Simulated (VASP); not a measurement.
The system is Al2H.

```
Al H
1.0
     2.86347    0.00000    0.00000
    -0.51755    5.02031    0.00000
    -0.86281   -1.65392    4.90581
Al H
4 2
Direct
  0.00000 0.00000 0.00000
  0.43062 0.82498 0.68100
  0.56938 0.17502 0.31900
  0.50000 0.50000 0.00000
  0.50000 0.00000 0.50000
  0.00000 0.50000 0.00000
```

The cell was built from a structure type or drawn by symmetry, and may not be a known phase.

| Property | Result |
| --- | --- |
| Program | VASP 6.6.1 |
| Task | relaxation of cell and atoms |
| Functional | PBE |
| Potentials or basis | VASP PAW PBE potentials, release 64 (Al, H) |
| Cutoff | 600 eV |
| k mesh | 6 × 4 × 4 |
| Occupations | gaussian, width 0.1 eV |
| Spin | no spin polarisation |

At the start: pressure 44.8 GPa; volume 11.75 Å³/atom.

Q: Where does the relaxation end?

A: Over 72 steps the energy falls by 1076.8 meV/atom and the volume is 12.82 Å³/atom (+9.1 %); space group P-1 (No. 2, to 0.1 Å) before, C2/m (No. 12, to 0.1 Å).

The path:
```tsv
step	energy change (eV)	largest force (eV/Å)	pressure (GPa)	volume (Å³)
1	0.0000	7.5043	44.83	70.52
3	-5.0512	1.8280	-0.48	96.85
5	-5.0603	1.7899	-1.38	98.47
7	-5.5611	0.3846	-2.03	95.75
9	-5.6734	0.4944	0.69	90.62
11	-5.7418	0.2901	0.11	91.30
13	-5.7839	0.1349	-0.78	92.36
15	-5.8056	0.1526	-1.42	93.17
17	-5.8361	0.2200	-0.30	90.93
19	-5.8413	0.2646	0.23	89.99
21	-5.9291	0.3194	1.03	88.08
23	-5.9409	0.4446	1.50	87.27
25	-5.9556	0.5327	1.85	86.64
27	-5.9874	0.4241	1.17	87.06
29	-6.0433	0.1380	-1.54	89.85
31	-6.0861	0.2264	-0.27	87.32
33	-6.1022	0.3752	0.71	85.55
35	-6.1436	0.3921	0.47	84.56
37	-6.1861	0.7416	1.02	78.80
39	-6.2084	0.6695	0.75	80.25
41	-6.2544	0.5072	-0.69	80.04
43	-6.3394	0.2290	0.60	78.23
45	-6.3586	0.1915	0.19	78.54
47	-6.3919	0.0718	-0.68	79.01
49	-6.4025	0.1188	-0.14	78.04
51	-6.4095	0.1613	0.91	76.56
53	-6.4178	0.1223	0.25	76.72
55	-6.4240	0.0505	-0.36	77.32
57	-6.4342	0.1012	0.51	76.38
59	-6.4421	0.1417	1.16	75.72
61	-6.4444	0.1672	1.61	75.31
63	-6.4444	0.1672	1.80	75.20
65	-6.4473	0.1604	1.59	75.36
67	-6.4565	0.1021	0.64	76.23
69	-6.4591	0.0695	-0.19	77.04
71	-6.4607	0.0492	-0.10	76.99
72	-6.4606	0.0334	0.05	76.91
```

Final structure:
```
Al H
1.0
     4.00019    0.45427   -0.41169
    -0.17950    4.10251   -0.52567
    -2.02571   -2.38696    5.15669
Al H
4 2
Direct
  0.00000 0.00000 0.00000
  0.25427 0.75201 0.55600
  0.74573 0.24799 0.44400
  0.50000 0.50000 0.00000
  0.50000 0.00000 0.50000
  0.00000 0.50000 0.00000
```

Caveat: the k points lie up to 0.44 Å⁻¹ apart in the final cell, too coarse for converged energies and pressures of a metal; a cell axis changed by over 15 % at a fixed basis, so the end point is rough.
